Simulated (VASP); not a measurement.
The system is Al7C.

```xyz
8
Lattice="0.0000 3.9520 3.9520 3.9520 0.0000 3.9520 3.9520 3.9520 0.0000" Properties=species:S:1:pos:R:3 pbc="T T T"
Al    6.1385    3.9520    3.9520
Al    1.7655    3.9520    3.9520
Al    3.9520    6.1385    3.9520
Al    3.9520    1.7655    3.9520
Al    3.9520    3.9520    6.1385
Al    3.9520    3.9520    1.7655
Al    3.9520    3.9520    3.9520
C     0.0000    0.0000    0.0000
```

```yaml
Program: VASP 6.6.1
Task: relaxation of cell and atoms
Functional: PBE
Potentials_or_basis: VASP PAW PBE potentials, release 64 (Al, C)
Cutoff: 600 eV
k_mesh: 4 × 4 × 4
Occupations: gaussian, width 0.1 eV
Spin: no spin polarisation
```

At the start: pressure 48.6 GPa; volume 15.43 Å³/atom.

Problem. Where does the relaxation end?

Solution. Over 10 steps the energy falls by 943.8 meV/atom and the volume is 24.89 Å³/atom (+61.3 %); space group Fm-3m (No. 225, to 0.05 Å).

The path:
| step | energy change (eV) | largest force (eV/Å) | pressure (GPa) | volume (Å³) |
| --- | --- | --- | --- | --- |
| 1 | 0.0000 | 3.7465 | 48.64 | 123.44 |
| 2 | -5.4565 | 2.0028 | -4.09 | 227.48 |
| 3 | -6.6601 | 1.7335 | 3.72 | 177.69 |
| 4 | -6.6589 | 1.8544 | 2.08 | 183.75 |
| 5 | -6.6660 | 1.8224 | 2.55 | 181.92 |
| 6 | -7.3515 | 0.9008 | -0.23 | 195.37 |
| 7 | -7.4883 | 0.2350 | -1.91 | 208.05 |
| 8 | -7.4934 | 0.3299 | -1.69 | 205.96 |
| 9 | -7.5493 | 0.0674 | 0.17 | 198.33 |
| 10 | -7.5502 | 0.0187 | -0.05 | 199.15 |

Final structure:
```yaml
crystal:
  lattice:
    - [0.00000, 4.63497, 4.63497]
    - [4.63497, 0.00000, 4.63497]
    - [4.63497, 4.63497, 0.00000]
  atoms:
    - { symbol: Al, position: [0.22256, 0.77744, 0.77744] }
    - { symbol: Al, position: [0.77744, 0.22256, 0.22256] }
    - { symbol: Al, position: [0.77744, 0.22256, 0.77744] }
    - { symbol: Al, position: [0.22256, 0.77744, 0.22256] }
    - { symbol: Al, position: [0.77744, 0.77744, 0.22256] }
    - { symbol: Al, position: [0.22256, 0.22256, 0.77744] }
    - { symbol: Al, position: [0.50000, 0.50000, 0.50000] }
    - { symbol: C, position: [0.00000, 0.00000, 0.00000] }
```

Caveat: the volume moved by over 15 % at a fixed basis, so the end points are rough.
